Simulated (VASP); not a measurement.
WS, 4 atoms in the cell. The structure is orthorhombic, space group Cmcm (No. 63). Conventional cell: a = 2.937 Å, b = 13.449 Å, c = 4.010 Å, α = 90.00°, β = 90.00°, γ = 90.00°. W (site symmetry m2m) has 5 S at 2.26 to 2.65 Å and 6 W at 2.83 to 2.94 Å within 3.0 Å. Within 3.0 Å of S (site symmetry m2m) lie 5 W at 2.26 to 2.65 Å and 2 S at 2.94 Å. 

* Program: VASP 6.6.1
* Task: single point
* Functional: PBE
* Potentials or basis: VASP PAW PBE potentials, release 64 (W_sv, S)
* Cutoff: 520 eV
* k mesh: 6 × 6 × 4
* Occupations: gaussian, width 0.1 eV
* Spin: no spin polarisation
* Dipole correction: no
* Further INCAR settings: ALGO = Normal; EDIFF = 1e-07; NBANDS = 28

Potentials or basis: VASP PAW PBE potentials, release 64 (W_sv, S).

The run is started by

```console
$ cat potpaw_PBE.64/W_sv/POTCAR potpaw_PBE.64/S/POTCAR > POTCAR
$ mpirun -np 1 vasp_std > vasp.out
```

Hardware: 1 thread of Intel(R) Xeon(R) Platinum 8259CL CPU @ 2.50GHz (Skylake/Cascade Lake), with other jobs on the host.

Question: Estimate the wall time of this run.

Answer: Run time: 2.2 min on 1 thread of Intel(R) Xeon(R) Platinum 8259CL CPU @ 2.50GHz (Skylake/Cascade Lake) (shared host), peak memory 0.31 GiB. Counts: scf iterations 15, k points 39.
